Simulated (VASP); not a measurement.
# CuO (P4/mmm) in VASP: settings compared

Aim: see how the results for CuO move with the level of theory and the settings. Levels: PBE+D3(BJ), PBE, PBEsol. Tasks: single point.

Program: VASP 6.6.1. These are calculated values, not measurements. Logs are shortened: lines on timing, memory, paths and dates and some standing lists are left out, and cuts for length are marked.

## (1) The cell of the first run

It takes space group P4/mmm (No. 123, tetragonal). Conventional cell: a = 4.161 Å, b = 4.161 Å, c = 3.888 Å, α = 90.00°, β = 90.00°, γ = 90.00°. Within 2.6 Å of Cu (site symmetry mmm) lie 4 O at 1.94 to 2.08 Å. Cu (site symmetry 4/mmm) has 6 O at 1.94 to 2.08 Å within 2.6 Å. Within 2.6 Å of O (site symmetry 4/mmm) lie 6 Cu at 1.94 to 2.08 Å. Within 2.6 Å of O (site symmetry mmm) lie 4 Cu at 1.94 to 2.08 Å.

## (2) Single point, PBE+D3(BJ)

Contents of INCAR:

```
PREC     = Accurate       # precision mode
ENCUT    = 520            # plane-wave cutoff, eV
EDIFF    = 1E-6           # SCF threshold, eV
ISMEAR   = -1             # smearing method
SIGMA    = 0.05           # smearing width, eV
LREAL    = False          # projectors in reciprocal space
LASPH    = True           # aspherical terms in the spheres
NELM     = 80             # most SCF steps
ALGO     = Normal         # electronic algorithm
ISIF     = 2              # what is computed and relaxed
LWAVE    = False          # write WAVECAR
LCHARG   = False          # write CHGCAR
GGA      = PE             # functional
IVDW     = 12             # dispersion correction
NBANDS   = 34             # bands
```

Contents of KPOINTS:

```
Automatic mesh
0
Gamma
  7 7 7
```

Contents of POSCAR:

```
CuO
1.0
    4.1609370000      0.0000000000      0.0000000000
    0.0000000000      4.1609370000      0.0000000000
    0.0000000000      0.0000000000      3.8876430000
Cu O
3 3
Direct
    0.5000000000      0.0000000000      0.5000000000
    0.0000000000      0.5000000000      0.5000000000
    0.0000000000      0.0000000000      0.0000000000
    0.0000000000      0.0000000000      0.5000000000
    0.5000000000      0.0000000000      0.0000000000
    0.0000000000      0.5000000000      0.0000000000
```

Potentials or basis: VASP PAW PBE potentials, release 64 (Cu, O).

Run with:

```sh
cat potpaw_PBE.64/Cu/POTCAR potpaw_PBE.64/O/POTCAR > POTCAR
mpirun -np 1 vasp_std > vasp.out
```

OUTCAR:

```text
PREC = Accurate
   ENCUT = 520
   EDIFF = 1E-6
   ISMEAR = -1
   LREAL = False
   LASPH = True
   NELM = 80
   ISIF = 2
   GGA = PE
   IVDW = 12
 IVDW          = 12

 ion  position               nearest neighbor table
   1  0.500  0.000  0.500-   5 1.94   5 1.94   4 2.08   4 2.08
   2  0.000  0.500  0.500-   6 1.94   6 1.94   4 2.08   4 2.08
   3  0.000  0.000  0.000-   4 1.94   4 1.94   6 2.08   5 2.08   6 2.08   5 2.08
   4  0.000  0.000  0.500-   3 1.94   3 1.94   1 2.08   2 2.08   2 2.08   1 2.08
   5  0.500  0.000  0.000-   1 1.94   1 1.94   3 2.08   3 2.08
   6  0.000  0.500  0.000-   2 1.94   2 1.94   3 2.08   3 2.08

  LATTYP: Found a simple tetragonal cell.
 ALAT       =     4.1609370000
 C/A-ratio  =     0.9343191209

  Lattice vectors:

 A1 = (   4.1609370000,   0.0000000000,   0.0000000000)
 A2 = (   0.0000000000,   4.1609370000,   0.0000000000)
 A3 = (   0.0000000000,   0.0000000000,   3.8876430000)

Analysis of symmetry for initial positions (statically):
=====================================================================
 Subroutine PRICEL returns:
 Original cell was already a primitive cell.

 Routine SETGRP: Setting up the symmetry group for a
 simple tetragonal supercell.

 Subroutine GETGRP returns: Found 16 space group operations
 (whereof 16 operations were pure point group operations)
 out of a pool of 16 trial point group operations.

The static configuration has the point symmetry D_4h.

Analysis of symmetry for dynamics (positions and initial velocities):
=====================================================================
 Subroutine PRICEL returns:
 Original cell was already a primitive cell.

 Routine SETGRP: Setting up the symmetry group for a
 simple tetragonal supercell.

 Subroutine GETGRP returns: Found 16 space group operations
 (whereof 16 operations were pure point group operations)
 out of a pool of 16 trial point group operations.

The dynamic configuration has the point symmetry D_4h.

 Subroutine INISYM returns: Found 16 space group operations
 (whereof 16 operations are pure point group operations),
 and found     1 'primitive' translations

----------------------------------------------------------------------------------------

                                     Primitive cell

  volume of cell :      67.3083

[... 97 lines left out ...]
   LREAL  =      F    real-space projection
   EDIFFG = 0.1E-04   stopping-criterion for IOM
   NSW    =      0    number of steps for IOM
   IBRION =     -1    ionic relax: 0-MD 1-quasi-New 2-CG
   NFREE  =      0    steps in history (QN), initial steepest desc. (CG)
   ISIF   =      2    stress and relaxation
   ISYM   =      2    0-nonsym 1-usesym 2-fastsym
   POTIM  = 0.5000    time-step for ionic-motion
   TEBEG  =    0.0;   TEEND  =   0.0 temperature during run
   PSTRESS=    0.0 pullay stress
   NELECT =      51.0000    total number of electrons
   NUPDOWN=      -1.0000    fix difference up-down
   EMIN   =  10.00;   EMAX   =-10.00  energy-range for DOS
   EFERMI =   0.00;   METHOD = LEGACY
   ISMEAR =    -1;   SIGMA  =   0.05  broadening in eV -4-tet -1-fermi 0-gaus
   EFERMI_NEDOS =   21; number of points for ismear=-14 and -15
   IALGO  =     38    algorithm
   IMIX   =      4    mixing-type and parameters
     AMIX     =   0.40;   BMIX     =  1.00
     AMIX_MAG =   1.60;   BMIX_MAG =  1.00
  volume/ion in A,a.u.               =      11.22        75.70
  Fermi-wavevector in a.u.,A,eV,Ry     =   1.492481  2.820379 30.306951  2.227498
  Thomas-Fermi vector in A             =   2.605003
   LORBIT       =      0    0 simple, 1 ext, 2 COOP (PROOUT), +10 PAW based schemes
   GGA     = PE    functional components
   LHFCALC =     F    Hartree Fock is set to
   AEXX    =    0.0000 exact exchange contribution
   IVDW    =    12    specifies the selected vdW correction
   LEPSILON=     F    determine dielectric tensor
   LRPA    =     F    only Hartree local field effects (RPA)
 non-spin polarized calculation
  energy-cutoff  :      520.00
  volume of cell :       67.31
 maximum number of plane-waves:      1831
 NGX is ok and might be reduce to    32
   NGX = 15   NGY = 15   NGZ = 15

 number of electron      51.0000005 magnetization

 Free energy of the ion-electron system (eV)
  ---------------------------------------------------
  ext. energy  EPLUGINS =         0.00000000
  ---------------------------------------------------
  free energy    TOTEN  =       -27.95776842 eV

  energy without entropy =      -27.92718509  energy(sigma->0) =      -27.94247675

 E-fermi :   4.1374     XC(G=0): -11.1757

 val. band max:        4.1241592830   @ k =   0.1429   0.1429   0.4286
 cond. band min:       4.1828823906   @ k =   0.2857   0.2857   0.0000
 fundamental gap:      0.0587231075
 Fermi energy:         4.1373693441

 k-point     1 :       0.0000    0.0000    0.0000
  band No.  band energies     occupation
      1     -15.6487      2.00000
      2     -13.6348      2.00000
      3     -13.2088      2.00000
      4      -1.7526      2.00000
      5      -1.6041      2.00000
      6      -1.6041      2.00000
[... 877 lines left out ...]
     33      15.2601      0.00000
     34      16.3978      0.00000

 [... further k-points ...]

------------------------ aborting loop because EDIFF is reached ----------------------------------------

 Edisp (eV)   -1.51398

 E8    (eV) :    -0.5781

  FORCE on cell =-STRESS in cart. coord.  units (eV):
  Direction    XX          YY          ZZ          XY          YZ          ZX
  --------------------------------------------------------------------------------------
  -------------------------------------------------------------------------------------
  Total      -0.59118    -0.59118    -0.64005     0.00000     0.00000     0.00000
  in kB     -14.07215   -14.07215   -15.23543     0.00000     0.00000     0.00000
  external pressure =      -14.46 kB  Pullay stress =        0.00 kB

 VOLUME and BASIS-vectors are now :
 -----------------------------------------------------------------------------
  energy-cutoff  :      520.00
  volume of cell :       67.31
      direct lattice vectors                 reciprocal lattice vectors
     4.160937000  0.000000000  0.000000000     0.240330483  0.000000000  0.000000000
     0.000000000  4.160937000  0.000000000     0.000000000  0.240330483  0.000000000
     0.000000000  0.000000000  3.887643000     0.000000000  0.000000000  0.257225265

 POSITION                                       TOTAL-FORCE (eV/Angst)
 -----------------------------------------------------------------------------------
      2.08047      0.00000      1.94382         0.000000      0.000000      0.000000
      0.00000      2.08047      1.94382         0.000000      0.000000      0.000000
      0.00000      0.00000      0.00000         0.000000      0.000000      0.000000
      0.00000      0.00000      1.94382         0.000000      0.000000      0.000000
      2.08047      0.00000      0.00000         0.000000      0.000000      0.000000
      0.00000      2.08047      0.00000         0.000000      0.000000      0.000000
 -----------------------------------------------------------------------------------
    total drift:                                0.000000      0.000000     -0.000000

  FREE ENERGIE OF THE ION-ELECTRON SYSTEM (eV)
  ---------------------------------------------------
  free  energy   TOTEN  =       -29.4717452102 eV

  energy  without entropy=      -29.4411618779  energy(sigma->0) =      -29.45645354
```

OSZICAR:

```text
N       E                     dE             d eps       ncg     rms          rms(c)
DAV:   1     0.549437659320E+03    0.54944E+03   -0.23527E+04  2792   0.229E+03
DAV:   2     0.601829560414E+02   -0.48925E+03   -0.46017E+03  2738   0.474E+02
DAV:   3    -0.318437178319E+02   -0.92027E+02   -0.86641E+02  3518   0.219E+02
DAV:   4    -0.377715650971E+02   -0.59278E+01   -0.58186E+01  4048   0.598E+01
DAV:   5    -0.378575254962E+02   -0.85960E-01   -0.85800E-01  3880   0.768E+00    0.213E+01
DAV:   6    -0.338104361851E+02    0.40471E+01   -0.70689E+01  4052   0.166E+02    0.183E+01
DAV:   7    -0.282382539188E+02    0.55722E+01   -0.26585E+01  3558   0.127E+02    0.524E+00
DAV:   8    -0.281886895304E+02    0.49564E-01   -0.34054E+00  3988   0.175E+01    0.354E+00
DAV:   9    -0.281189470966E+02    0.69742E-01   -0.43114E-01  4362   0.175E+01    0.340E+00
DAV:  10    -0.279959248899E+02    0.12302E+00   -0.36088E-01  4870   0.192E+01    0.178E+00
DAV:  11    -0.279707807263E+02    0.25144E-01   -0.12858E-01  4814   0.947E+00    0.984E-01
DAV:  12    -0.279579237241E+02    0.12857E-01   -0.45962E-02  4294   0.471E+00    0.247E-01
DAV:  13    -0.279579011014E+02    0.22623E-04   -0.87333E-03  4070   0.116E+00    0.160E-01
DAV:  14    -0.279577611173E+02    0.13998E-03   -0.49129E-04  4034   0.366E-01    0.403E-02
DAV:  15    -0.279578090139E+02   -0.47897E-04   -0.40776E-04  4444   0.257E-01    0.587E-02
DAV:  16    -0.279577731408E+02    0.35873E-04   -0.45851E-05  4456   0.115E-01    0.267E-02
DAV:  17    -0.279577678707E+02    0.52701E-05   -0.39870E-05  4508   0.837E-02    0.398E-03
DAV:  18    -0.279577684175E+02   -0.54682E-06   -0.36013E-06  2768   0.168E-02
   1 F= -.29471745E+02 E0= -.29456454E+02  d E =-.305833E-01
```

Wall time 45 s (1 thread of Intel Xeon 6975P-C (Granite Rapids), shared host); peak memory 0.23 GiB.

What came out:

* Free energy: -29.4717 eV
* Pressure: -1.4 GPa
* Dispersion energy per atom: -0.252 eV

Caveat: three body term missing; an odd number of electrons without spin polarisation forces a metal; a magnetic or distorted state may lie lower; semilocal functionals often make such compounds metallic where correlation or magnetic order opens a gap, which also shifts bond lengths; pairwise dispersion overbinds metals, which lowers pressure and volume. With open d or f shells a metallic result of PBE can be an artefact of self-interaction; +U or a hybrid may open a gap.

(Part 1 of 2 ends here.)
